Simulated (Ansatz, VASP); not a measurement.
**BaF2 in VASP and in Ansatz**

INCAR

```
PREC = Accurate ; ENCUT = 600
EDIFF = 1E-6 ; ISMEAR = -1
SIGMA = 0.1 ; LREAL = F
LASPH = T ; NELM = 120
ALGO = Normal ; ISIF = 2
LWAVE = F ; LCHARG = F
GGA = PS ; NBANDS = 19
GGA_COMPAT = F
```

The input KPOINTS:

```
Automatic mesh
0
Gamma
  6 6 6
```

Contents of POSCAR:

```
BaF2
1.0
    0.0000000000      3.1000500000      3.1000500000
    3.1000500000      0.0000000000      3.1000500000
    3.1000500000      3.1000500000      0.0000000000
Ba F
1 2
Direct
    0.0000000000      0.0000000000      0.0000000000
    0.2500000000      0.2500000000      0.2500000000
    0.7500000000      0.7500000000      0.7500000000
```

Input for Ansatz:

```yaml
crystal:
  lattice:
    - [0.0, 3.10005, 3.10005]
    - [3.10005, 0.0, 3.10005]
    - [3.10005, 3.10005, 0.0]
  atoms:
    - { symbol: Ba, position: [0.0, 0.0, 0.0] }
    - { symbol: F, position: [0.25, 0.25, 0.25] }
    - { symbol: F, position: [0.75, 0.75, 0.75] }
basis:
  ecutwfc: 420.0
kpoints:
  mp_grid:
    grid: [6, 6, 6]
  band_path:
    path:
      - [0.375, 0.375, 0.75]
      - [0.0, 0.0, 0.0]
      - [0.5, 0.5, 0.5]
      - [0.5, 0.25, 0.75]
      - [0.5, 0.0, 0.5]
    npoints: 8
hamiltonian:
  xc: pbesol
scf:
  n_extra_bands: 6
  convergence:
    dr2_threshold: 1.0e-10
  occupations:
    method: fermi_dirac
output:
  eigenvalues: true
```

Alike in both runs: task single point; functional PBEsol; k mesh 6 × 6 × 6; no spin polarisation.

```csv
,VASP,Ansatz
version,VASP 6.6.1,Ansatz 0.2.0
potentials or method,"VASP PAW PBE potentials, release 64 (Ba_sv, F), cutoff 600 eV","plane waves, PAW"
occupations,"fermi-dirac, width 0.1 eV",fermi-dirac
valence electrons in the cell,24,24
```

Ansatz gave:

```
gap on the k mesh at the Fermi level (eV) : 6.72
```

Q: Which values does VASP return?

A: gap on the k mesh at the Fermi level (eV): 6.64.

VASP's potentials were made for PBE, not for PBEsol.

Neither program's run includes spin-orbit coupling.
